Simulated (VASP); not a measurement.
## SnO: single point with PBE+D3(BJ)

SnO:

```xyz
4
Lattice="3.6757 0.0000 0.0000 0.0000 5.2377 0.0000 0.0000 0.0000 3.5813" Properties=species:S:1:pos:R:3 pbc="T T T"
Sn    0.0000    1.2283    1.8873
Sn    1.8379    4.0094    0.0967
O     0.0000    4.6280    2.5893
O     1.8379    0.6096    0.7987
```

* Program: VASP 6.6.1
* Task: single point
* Functional: PBE
* Dispersion: D3(BJ)
* Potentials or basis: VASP PAW PBE potentials, release 64 (Sn_d, O)
* Cutoff: 520 eV
* k mesh: 10 × 6 × 8
* Occupations: gaussian, width 0.05 eV
* Spin: no spin polarisation
* Dipole correction: no
* Further INCAR settings: ALGO = Normal; EDIFF = 1e-07; NBANDS = 28

```yaml
Pressure: 8.6 GPa
Largest_force: 2.358 eV/Å
Band_gap_on_the_k_mesh: 0.95 eV (least direct gap 2.15 eV)
Dispersion_energy_per_atom: -0.240 eV
```

Forces in eV/Å, atoms in the order of the input:
```
Sn   0.000  2.292 -0.553
Sn   0.000 -2.292 -0.553
O    0.000 -1.548  0.553
O    0.000  1.548  0.553
```

Stress tensor (GPa, compression positive):
```
-0.69  0.00  0.00
 0.00 21.10  0.00
 0.00  0.00  5.25
```

Levels at points of the mesh, in eV from the valence-band top:
```csv
k point,band 16,band 17,band 18,band 19,band 20,band 21,band 22,band 23,band 24,band 25
"(0.00, 0.00, 0.00)",-4.82,-4.05,-3.29,-2.47,0.00,3.06,3.36,6.01,6.85,7.10
"(0.50, 0.00, 0.00)",-4.84,-3.24,-3.24,-1.84,-1.84,3.09,3.09,6.30,6.30,6.61
"(0.00, 0.50, 0.00)",-4.43,-3.48,-3.37,-2.19,-1.80,3.80,4.70,4.75,4.93,5.74
"(0.50, 0.50, 0.00)",-4.36,-3.27,-3.27,-1.58,-1.58,2.30,2.30,6.63,6.63,7.82
"(0.00, 0.00, 0.50)",-4.24,-4.19,-4.19,-1.81,-1.81,1.56,1.56,6.24,6.24,6.29
"(0.50, 0.00, 0.50)",-4.82,-3.71,-3.71,-1.71,-1.71,1.74,1.74,4.33,4.33,7.35
"(0.00, 0.50, 0.50)",-4.18,-3.82,-3.82,-1.48,-1.48,1.56,1.56,5.95,5.95,6.25
"(0.50, 0.50, 0.50)",-5.10,-4.11,-4.11,-0.59,-0.59,1.63,1.63,4.70,4.70,5.98
```

Wall time 2.9 min on 1 thread of Intel(R) Xeon(R) Platinum 8375C CPU @ 2.90GHz (Ice Lake), with other jobs on the host, peak memory 0.31 GiB.

Caveat: the stress differs along the axes, from -1 to 21 GPa; spin-orbit coupling is left out, which moves the levels of the heavy elements; forces of over 1 eV/Å act on the atoms, so gaps and moduli don't describe the material at rest. A k mesh can miss the band edges.
